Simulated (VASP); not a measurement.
# Fe2Bi (Fd-3m) in VASP: single point with PBE

Aim: the single point of Fe2Bi with PBE.

All numbers are computed with VASP 6.6.1; they aren't measurements. Logs are shortened: lines on timing, memory, paths and dates and some standing lists are left out, and cuts for length are marked.

**1. The cell of the first run**

The structure is cubic, space group Fd-3m (No. 227). The conventional cell has a = 7.512 Å, b = 7.512 Å, c = 7.512 Å, α = 90.00°, β = 90.00°, γ = 90.00°. Fe (site symmetry -3m) has 6 Fe at 2.66 Å and 6 Bi at 3.11 Å within 3.5 Å. Bi (site symmetry -43m) has 12 Fe at 3.11 Å and 4 Bi at 3.25 Å within 4.1 Å.

**2. Single point, PBE, collinear spin, ferromagnetic start**

Input file INCAR:

```
PREC = Accurate ; ENCUT = 520
EDIFF = 1E-6 ; ISMEAR = 0
SIGMA = 0.1 ; LREAL = F
LASPH = T ; NELM = 150
ALGO = Normal ; ISIF = 2
LWAVE = F ; LCHARG = F
ISPIN = 2 ; MAGMOM = 4 4 4 4 0 0
LORBIT = 11 ; LMAXMIX = 4
GGA = PE ; NBANDS = 44
```

Input file KPOINTS:

```
regular mesh
0
Gamma
  4 4 4
```

Input file POSCAR:

```
Fe2Bi
1.0
    0.0000000000      3.7560994014      3.7560994014
    3.7560994014      0.0000000000      3.7560994014
    3.7560994014      3.7560994014      0.0000000000
Fe Bi
4 2
Direct
    0.6250000000      0.6250000000      0.6250000000
    0.1250000000      0.6250000000      0.6250000000
    0.6250000000      0.6250000000      0.1250000000
    0.6250000000      0.1250000000      0.6250000000
    0.0000000000      0.0000000000      0.0000000000
    0.2500000000      0.2500000000      0.2500000000
```

Potentials or basis: VASP PAW PBE potentials, release 64 (Fe, Bi_d).

Run with:

```console
cat potpaw_PBE.64/Fe/POTCAR potpaw_PBE.64/Bi_d/POTCAR > POTCAR
mpirun -np 1 vasp_std > vasp.out
```

OUTCAR:

```text
PREC = Accurate
   ENCUT = 520
   EDIFF = 1E-6
   ISMEAR = 0
   LREAL = F
   LASPH = T
   NELM = 150
   ISIF = 2
   ISPIN = 2
   LORBIT = 11
   GGA = PE

 ion  position               nearest neighbor table
   1  0.625  0.625  0.625-   2 2.66   3 2.66   4 2.66   3 2.66   4 2.66   2 2.66   6 3.11   5 3.11
                             6 3.11   5 3.11   6 3.11   5 3.11
   2  0.125  0.625  0.625-   1 2.66   3 2.66   4 2.66   1 2.66   3 2.66   4 2.66   5 3.11   6 3.11
                             5 3.11   5 3.11   6 3.11   6 3.11
   3  0.625  0.625  0.125-   1 2.66   1 2.66   2 2.66   4 2.66   4 2.66   2 2.66   6 3.11   5 3.11
                             6 3.11   5 3.11   6 3.11   5 3.11
   4  0.625  0.125  0.625-   1 2.66   3 2.66   1 2.66   2 2.66   3 2.66   2 2.66   5 3.11   6 3.11
                             5 3.11   6 3.11   6 3.11   5 3.11
   5  0.000  0.000  0.000-   1 3.11   3 3.11   4 3.11   1 3.11   2 3.11   3 3.11   1 3.11   2 3.11
                             4 3.11   2 3.11   3 3.11   4 3.11   6 3.25   6 3.25   6 3.25   6 3.25
   6  0.250  0.250  0.250-   2 3.11   3 3.11   4 3.11   1 3.11   2 3.11   4 3.11   1 3.11   2 3.11
                             3 3.11   1 3.11   3 3.11   4 3.11   5 3.25   5 3.25   5 3.25   5 3.25

  LATTYP: Found a face centered cubic cell.
 ALAT       =     7.5121988028

  Lattice vectors:

 A1 = (   0.0000000000,   3.7560994014,   3.7560994014)
 A2 = (   3.7560994014,   0.0000000000,   3.7560994014)
 A3 = (   3.7560994014,   3.7560994014,   0.0000000000)

Analysis of symmetry for initial positions (statically):
=====================================================================
 Subroutine PRICEL returns:
 Original cell was already a primitive cell.

 Routine SETGRP: Setting up the symmetry group for a
 face centered cubic supercell.

 Subroutine GETGRP returns: Found 48 space group operations
 (whereof 24 operations were pure point group operations)
 out of a pool of 48 trial point group operations.

The static configuration has the point symmetry T_d .
 The point group associated with its full space group is O_h .

Analysis of symmetry for dynamics (positions and initial velocities):
=====================================================================
 Subroutine PRICEL returns:
 Original cell was already a primitive cell.

 Routine SETGRP: Setting up the symmetry group for a
 face centered cubic supercell.

 Subroutine GETGRP returns: Found 48 space group operations
 (whereof 24 operations were pure point group operations)
 out of a pool of 48 trial point group operations.

The dynamic configuration has the point symmetry T_d .
 The point group associated with its full space group is O_h .

Analysis of structural, dynamic, and magnetic symmetry:
=====================================================================
 Subroutine PRICEL returns:
 Original cell was already a primitive cell.

 Routine SETGRP: Setting up the symmetry group for a
 face centered cubic supercell.

 Subroutine GETGRP returns: Found 48 space group operations
 (whereof 24 operations were pure point group operations)
 out of a pool of 48 trial point group operations.

The overall configuration has the point symmetry T_d .
 The point group associated with its full space group is O_h .

 Subroutine INISYM returns: Found 48 space group operations
 (whereof 24 operations are pure point group operations),
 and found     1 'primitive' translations

----------------------------------------------------------------------------------------

                                     Primitive cell

  volume of cell :     105.9842

  direct lattice vectors                    reciprocal lattice vectors
     0.000000000  3.756099401  3.756099401    -0.133116818  0.133116818  0.133116818
     3.756099401  0.000000000  3.756099401     0.133116818 -0.133116818  0.133116818
     3.756099401  3.756099401  0.000000000     0.133116818  0.133116818 -0.133116818

  length of vectors
     5.311926715  5.311926715  5.311926715     0.230565092  0.230565092  0.230565092

  position of ions in fractional coordinates (direct lattice)
     0.625000000  0.625000000  0.625000000
     0.125000000  0.625000000  0.625000000
     0.625000000  0.625000000  0.125000000
     0.625000000  0.125000000  0.625000000
     0.000000000  0.000000000  0.000000000
     0.250000000  0.250000000  0.250000000

  ion indices of the primitive-cell ions
   primitive index   ion index
                 1           1
                 2           2
                 3           3
                 4           4
                 5           5
                 6           6

----------------------------------------------------------------------------------------

 KPOINTS: regular mesh

Automatic generation of k-mesh.
 Grid dimensions read from file:
 generate k-points for:    4    4    4

 Generating k-lattice:

  Cartesian coordinates                     Fractional coordinates (reciprocal lattice)
    -0.033279204  0.033279204  0.033279204     0.250000000  0.000000000  0.000000000
     0.033279204 -0.033279204  0.033279204     0.000000000  0.250000000  0.000000000
     0.033279204  0.033279204 -0.033279204     0.000000000  0.000000000  0.250000000

  Length of vectors
     0.057641273  0.057641273  0.057641273

  Shift w.r.t. Gamma in fractional coordinates (k-lattice)
     0.000000000  0.000000000  0.000000000

 Subroutine IBZKPT returns following result:
 ===========================================

 Found      8 irreducible k-points:

 Following reciprocal coordinates:
            Coordinates               Weight
  0.000000  0.000000  0.000000      1.000000
  0.250000  0.000000  0.000000      8.000000
  0.500000  0.000000  0.000000      4.000000
  0.250000  0.250000  0.000000      6.000000
  0.500000  0.250000  0.000000     24.000000
 -0.250000  0.250000  0.000000     12.000000
  0.500000  0.500000  0.000000      3.000000
 -0.250000  0.500000  0.250000      6.000000
   k-points           NKPTS =      8   k-points in BZ     NKDIM =      8   number of bands    NBANDS=     44
   number of dos      NEDOS =    301   number of ions     NIONS =      6
   total plane-waves  NPLWV =  64000
   dimension x,y,z NGX =    40 NGY =   40 NGZ =   40
   dimension x,y,z NGXF=    80 NGYF=   80 NGZF=   80
   ions per type =               4   2
   NGX,Y,Z   is equivalent  to a cutoff of  12.52, 12.52, 12.52 a.u.
   NGXF,Y,Z  is equivalent  to a cutoff of  25.04, 25.04, 25.04 a.u.
 SYSTEM =  unknown system
   PREC   = accura    normal or accurate (medium, high low for compatibility)
   ISTART =      0    job   : 0-new  1-cont  2-samecut
   ICHARG =      2    charge: 1-file 2-atom 10-const
   ISPIN  =      2    spin polarized calculation?
   LNONCOLLINEAR =      F non collinear calculations
   LSORBIT =      F    spin-orbit coupling
   LASPH  =      T    aspherical Exc in radial PAW
   ENCUT  =  520.0 eV  38.22 Ry    6.18 a.u.   9.88  9.88  9.88*2*pi/ulx,y,z
   NELM   =    150;   NELMIN=  2; NELMDL= -5     # of ELM steps
   EDIFF  = 0.1E-05   stopping-criterion for ELM
   LREAL  =      F    real-space projection
   EDIFFG = 0.1E-04   stopping-criterion for IOM
   NSW    =      0    number of steps for IOM
   IBRION =     -1    ionic relax: 0-MD 1-quasi-New 2-CG
   NFREE  =      0    steps in history (QN), initial steepest desc. (CG)
   ISIF   =      2    stress and relaxation
   ISYM   =      2    0-nonsym 1-usesym 2-fastsym
   POTIM  = 0.5000    time-step for ionic-motion
   TEBEG  =    0.0;   TEEND  =   0.0 temperature during run
   PSTRESS=    0.0 pullay stress
   NELECT =      62.0000    total number of electrons
   NUPDOWN=      -1.0000    fix difference up-down
   EMIN   =  10.00;   EMAX   =-10.00  energy-range for DOS
   EFERMI =   0.00;   METHOD = LEGACY
   ISMEAR =     0;   SIGMA  =   0.10  broadening in eV -4-tet -1-fermi 0-gaus
   EFERMI_NEDOS =   21; number of points for ismear=-14 and -15
   IALGO  =     38    algorithm
   IMIX   =      4    mixing-type and parameters
     AMIX     =   0.40;   BMIX     =  1.00
     AMIX_MAG =   1.60;   BMIX_MAG =  1.00
  volume/ion in A,a.u.               =      17.66       119.20
  Fermi-wavevector in a.u.,A,eV,Ry     =   1.369173  2.587362 25.505953  1.874635
  Thomas-Fermi vector in A             =   2.495072
   LORBIT       =     11    0 simple, 1 ext, 2 COOP (PROOUT), +10 PAW based schemes
   GGA     = PE    functional components
   LHFCALC =     F    Hartree Fock is set to
   AEXX    =    0.0000 exact exchange contribution
   IVDW    =     0    specifies the selected vdW correction
   LEPSILON=     F    determine dielectric tensor
   LRPA    =     F    only Hartree local field effects (RPA)
 spin polarized calculation
 Gauss-broadening in eV      SIGMA  =   0.10
  energy-cutoff  :      520.00
  volume of cell :      105.98
 maximum number of plane-waves:      2884
   NGX = 19   NGY = 19   NGZ = 19

 number of electron      61.9999984 magnetization      10.3330078

 Free energy of the ion-electron system (eV)
  ---------------------------------------------------
  ext. energy  EPLUGINS =         0.00000000
  ---------------------------------------------------
  free energy    TOTEN  =       -38.29640443 eV

  energy without entropy =      -38.25350186  energy(sigma->0) =      -38.27495314

 E-fermi :   7.5947     XC(G=0): -11.6930

 val. band max:        7.5530517345   @ k =   0.2500   0.0000   0.0000
 cond. band min:       7.6128360881   @ k =  -0.2500   0.2500   0.0000
 fundamental gap:      0.0597843535
 Fermi energy:         7.5946851749

 spin component 1

 k-point     1 :       0.0000    0.0000    0.0000
  band No.  band energies     occupation
      1     -15.5150      1.00000
      2     -15.5150      1.00000
      3     -15.5150      1.00000
      4     -15.4856      1.00000
      5     -15.4856      1.00000
      6     -15.3582      1.00000
[... 35 lines left out ...]
     42      10.0515      0.00000
     43      12.3168      0.00000
[... 280 lines left out ...]
      2     -15.5449      1.00000
      3     -15.4518      1.00000
      4     -15.4518      1.00000
      5     -15.4248      1.00000
      6     -15.4248      1.00000
[... 35 lines left out ...]
     42      12.4999      0.00000
     43      13.3726      0.00000
 Fermi energy:         7.5946851749

 spin component 2

 k-point     1 :       0.0000    0.0000    0.0000
  band No.  band energies     occupation
      1     -15.5245      1.00000
      2     -15.5245      1.00000
      3     -15.5245      1.00000
      4     -15.4985      1.00000
      5     -15.4985      1.00000
      6     -15.3694      1.00000
[... 35 lines left out ...]
     42      10.2694      0.00000
     43      13.6013      0.00000
[... 280 lines left out ...]
      2     -15.5550      1.00000
      3     -15.4625      1.00000
      4     -15.4625      1.00000
      5     -15.4365      1.00000
      6     -15.4365      1.00000
[... 35 lines left out ...]
     42      13.1295      0.00000
     43      13.9176      0.00000
 [bands above 43 left out]

------------------------ aborting loop because EDIFF is reached ----------------------------------------

  FORCE on cell =-STRESS in cart. coord.  units (eV):
  Direction    XX          YY          ZZ          XY          YZ          ZX
  --------------------------------------------------------------------------------------
  -------------------------------------------------------------------------------------
  Total       -2.3705781     -2.3705781     -2.3705781      0.0000000      0.0000000      0.0000000
  in kB      -35.8363377    -35.8363377    -35.8363377      0.0000000      0.0000000      0.0000000
  external PRESSURE =     -35.8363377 kB  Pullay stress =       0.0000000 kB

 VOLUME and BASIS-vectors are now :
 -----------------------------------------------------------------------------
  energy-cutoff  :      520.00
  volume of cell :      105.98
      direct lattice vectors                 reciprocal lattice vectors
     0.000000000  3.756099401  3.756099401    -0.133116818  0.133116818  0.133116818
     3.756099401  0.000000000  3.756099401     0.133116818 -0.133116818  0.133116818
     3.756099401  3.756099401  0.000000000     0.133116818  0.133116818 -0.133116818

 POSITION                                       TOTAL-FORCE (eV/Angst)
 -----------------------------------------------------------------------------------
      4.69512      4.69512      4.69512        -0.000000     -0.000000      0.000000
      4.69512      2.81707      2.81707        -0.000000     -0.000000     -0.000000
      2.81707      2.81707      4.69512        -0.000000     -0.000000      0.000000
      2.81707      4.69512      2.81707        -0.000000     -0.000000      0.000000
      0.00000      0.00000      0.00000         0.000000      0.000000      0.000000
      1.87805      1.87805      1.87805        -0.000000     -0.000000     -0.000000
 -----------------------------------------------------------------------------------
    total drift:                               -0.000000     -0.000000      0.000000

  FREE ENERGIE OF THE ION-ELECTRON SYSTEM (eV)
  ---------------------------------------------------
  free  energy   TOTEN  =       -38.2964044290 eV

  energy  without entropy=      -38.2535018553  energy(sigma->0) =      -38.27495314

 total charge

# of ion       s       p       d       tot
------------------------------------------
    1        0.401   0.351   6.177   6.929
    2        0.401   0.351   6.177   6.929
    3        0.401   0.351   6.177   6.929
    4        0.401   0.351   6.177   6.929
    5        1.531   1.324   9.961  12.816
    6        1.531   1.324   9.961  12.816
--------------------------------------------------
tot          4.665   4.053  44.631  53.348

 magnetization (x)

# of ion       s       p       d       tot
------------------------------------------
    1        0.009  -0.016   2.640   2.633
    2        0.009  -0.016   2.640   2.633
    3        0.009  -0.016   2.640   2.633
    4        0.009  -0.016   2.640   2.633
    5        0.031  -0.097  -0.007  -0.073
    6        0.031  -0.097  -0.007  -0.073
--------------------------------------------------
tot          0.098  -0.256  10.544  10.386
```

It took 78 s on 1 thread of Intel Xeon Platinum 8375C at 2.90GHz (Ice Lake), shared host; peak memory 0.3 GiB.

Results:

- Free energy: -38.2964 eV
- Pressure: -3.6 GPa
- Net moment: 10.33 μB per cell
- Site moments: Fe +2.63; Bi -0.07 μB
- Valence electrons inside the program's atomic spheres: Fe 6.93; Bi 12.82

Levels at points of the mesh, in eV from the Fermi level:
Spin up:
| k point | band 34 | band 35 | band 36 | band 37 | band 38 | band 39 |
| --- | --- | --- | --- | --- | --- | --- |
| (0.00, 0.00, 0.00) | -0.64 | -0.64 | -0.64 | 0.10 | 0.10 | 0.10 |
| (0.50, 0.00, 0.00) | -1.50 | -0.95 | -0.64 | 0.83 | 0.83 | 1.17 |
| (0.50, 0.50, 0.00) | -1.68 | -0.70 | -0.70 | 2.21 | 2.21 | 3.48 |
Spin down:
| k point | band 23 | band 24 | band 25 | band 26 | band 27 | band 28 | band 29 | band 30 |
| --- | --- | --- | --- | --- | --- | --- | --- | --- |
| (0.00, 0.00, 0.00) | -1.11 | -1.11 | 0.46 | 0.89 | 0.89 | 0.89 | 1.03 | 1.04 |
| (0.50, 0.00, 0.00) | -0.48 | -0.48 | -0.20 | -0.20 | -0.11 | 0.62 | 0.83 | 0.95 |
| (0.50, 0.50, 0.00) | -0.58 | -0.58 | -0.39 | -0.39 | 0.25 | 0.25 | 0.48 | 0.48 |

Caveat: the k points lie up to 0.36 Å⁻¹ apart; spin-orbit coupling is left out, which moves the levels of the heavy elements.
